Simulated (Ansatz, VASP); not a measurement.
**Sn4P in VASP and in Ansatz**

```
CELL_PARAMETERS angstrom
-4.10505 4.10505 1.87222
4.10505 -4.10505 1.87222
4.10505 4.10505 -1.87222
ATOMIC_POSITIONS crystal
Sn 0.56780 0.23296 0.80076
Sn 0.76704 0.56780 0.33483
Sn 0.43220 0.76704 0.19924
Sn 0.23296 0.43220 0.66517
P 0.00000 0.00000 0.00000
```

Change from the starting cell: species swapped into the LuAg4 type (I4/m, No. 87).

Alike in both runs: functional PBE; k mesh 4 × 4 × 4; occupations gaussian, width 0.1 eV; no spin polarisation.

Ansatz relaxed the structure, and its values are those at the end. VASP's run is a single point on that final structure, the one shown.

```csv
,VASP,Ansatz
version,VASP 6.6.1,Ansatz 0.2.0
potentials or method,"VASP PAW PBE potentials, release 64 (Sn_d, P), cutoff 520 eV","scalar-relativistic, plane waves, PAW"
valence electrons in the cell,61,61
```

```csv
,VASP,Ansatz,Ansatz less VASP
gap on the k mesh at the Fermi level (eV),none,none,-
pressure (GPa),0.2,0.2,+0.07
```

A gap of «none» marks a metal or a gap that the smearing closes. The functional is the same, so the differences come from potentials, cutoffs and numerics.

The k mesh is coarse, so the values compare programs but aren't converged.
